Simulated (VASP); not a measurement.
Input of a VASP 6.6.1 run:

File POSCAR:

```
HPbNO4
1.0
    3.8570700000      0.0017800000     -0.0365800000
    0.1735300000      4.3343600000     -0.0164700000
    0.7580300000      0.8387300000      5.8766200000
H Pb N O
1 1 1 4
Direct
    0.6151100000      0.8955900000      0.1984400000
    0.6459700000      0.4465100000      0.9168500000
    0.7147400000      0.2381000000      0.5005800000
    0.1695800000      0.4700700000      0.7776800000
    0.6291900000      0.9704500000      0.4984500000
    0.5642400000      0.9258300000      0.0384900000
    0.7802200000      0.4225000000      0.3195100000
```

Contents of INCAR.step1:

```
PREC = Accurate
ENCUT = 520
EDIFF = 1E-5
ISMEAR = -1
SIGMA = 0.05
LREAL = False
LASPH = True
NELM = 60
ALGO = Normal
ISIF = 2
LWAVE = True
LCHARG = False
NBANDS = 31
GGA = PE
```

File INCAR.step2:

```
PREC = Accurate
ENCUT = 520
EDIFF = 1E-6
ISMEAR = -1
SIGMA = 0.05
LREAL = False
LASPH = True
NELM = 60
ALGO = Normal
ISIF = 2
LWAVE = False
LCHARG = False
GGA = PE
LHFCALC = True
HFSCREEN = 0.2079
PRECFOCK = Fast
NBANDS = 31
ISTART = 1
```

Contents of KPOINTS:

```
Automatic mesh
0
Gamma
  3 3 2
```

Potentials or basis: VASP PAW PBE potentials, release 64 (H, Pb_d, N, O).

Command:

```sh
$ cat potpaw_PBE.64/H/POTCAR potpaw_PBE.64/Pb_d/POTCAR potpaw_PBE.64/N/POTCAR potpaw_PBE.64/O/POTCAR > POTCAR
$ cp INCAR.step1 INCAR
$ mpirun -np 1 vasp_std > vasp.out
$ cp INCAR.step2 INCAR
$ mpirun -np 1 vasp_std > vasp.out
```

Estimate the band gap on the k mesh.

0.74 eV, indirect (least direct gap 0.83 eV).

Predict the largest force.

0.701 eV/Å.

Stress tensor (GPa, compression positive):
```
-5.20 -0.66 -0.30
-0.66 -5.87  0.53
-0.30  0.53 -5.39
```

Caveat: the k points lie up to 0.55 Å⁻¹ apart; the standard files for N, O and F lose accuracy on very short bonds; the PAW data sets were made with another functional, which shifts forces and pressure a little; spin-orbit coupling is left out, which moves the levels of the heavy elements. A k mesh can miss the band edges.
